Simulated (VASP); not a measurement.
## Mg2C: single point with LDA

Crystal: Mg2C.

```
C Mg
1.0
     0.00000    2.71094    2.71094
     2.71094    0.00000    2.71094
     2.71094    2.71094    0.00000
C Mg
1 2
Cartesian
  0.0000 0.0000 0.0000
  1.3555 1.3555 1.3555
  4.0664 4.0664 4.0664
```

```yaml
Program: VASP 6.6.1
Task: single point
Functional: LDA
Potentials_or_basis: VASP PAW LDA potentials, release 64 (C, Mg)
Cutoff: 520 eV
k_mesh: 8 × 8 × 8
Occupations: gaussian, width 0.01 eV
Spin: no spin polarisation
```

* Pressure: -4.1 GPa
* Band gap on the k mesh: 0.75 eV (least direct gap 1.58 eV)

Levels at points of the mesh, in eV from the valence-band top:
```
           k point  band 1  band 2  band 3  band 4  band 5  band 6  band 7  band 8  band 9
(0.00, 0.00, 0.00)  -10.59    0.00    0.00    0.00    1.58    6.48    6.48    6.48    9.60
(0.50, 0.00, 0.00)   -9.01   -4.76   -0.43   -0.43    3.40    5.54    5.54    5.90   11.13
(0.50, 0.50, 0.00)   -8.51   -4.08   -1.54   -1.54    0.75    3.98    8.88    9.25    9.25
```

Wall time 29 s on 1 thread of Intel Xeon 8259CL (shared host), peak memory 0.15 GiB.

Caveat: the cell stands under tension; the structure was generated, so it needn't be the stable form of Mg2C; semilocal functionals underestimate gaps, and a narrow one can read as zero. A k mesh can miss the band edges.
